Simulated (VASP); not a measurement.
Crystal: CdI2.

```
Cd I
1.0
     4.24836    0.00000    0.00000
    -2.12418    3.67918    0.00000
     0.00000    0.00000    6.88442
Cd I
1 2
Direct
  0.00000 0.00000 0.00000
  0.33333 0.66667 0.24956
  0.66667 0.33333 0.75044
```

Base run:

| Item | Value |
| --- | --- |
| Program | VASP 6.6.1 |
| Functional | PBEsol |
| Potentials or basis | VASP PAW PBE potentials, release 64 (Cd, I) |
| Cutoff | 500 eV |
| k mesh | 6 × 6 × 4 |
| Occupations | gaussian, width 0.01 eV |
| Spin | no spin polarisation |

Its results: band gap on the k mesh 2.29 eV, indirect (least direct gap 2.49 eV); pressure -0.5 GPa; largest force 0.120 eV/Å.

Q: The run is repeated on the same cell with these changes: k mesh from 6 × 6 × 4 to 8 × 8 × 1. What comes out?

A: Band gap on the k mesh 2.39 eV, indirect (least direct gap 2.48 eV); pressure -0.9 GPa; largest force 0.068 eV/Å.

Caveats: some runs use coarse meshes; the PAW data sets were made with another functional, which shifts forces and pressure a little; spin-orbit coupling is left out, which moves the levels of the heavy elements; this functional lacks dispersion, which binds the layers, so the pressure and a relaxed spacing across them are unreliable.

A k mesh can miss the band edges.
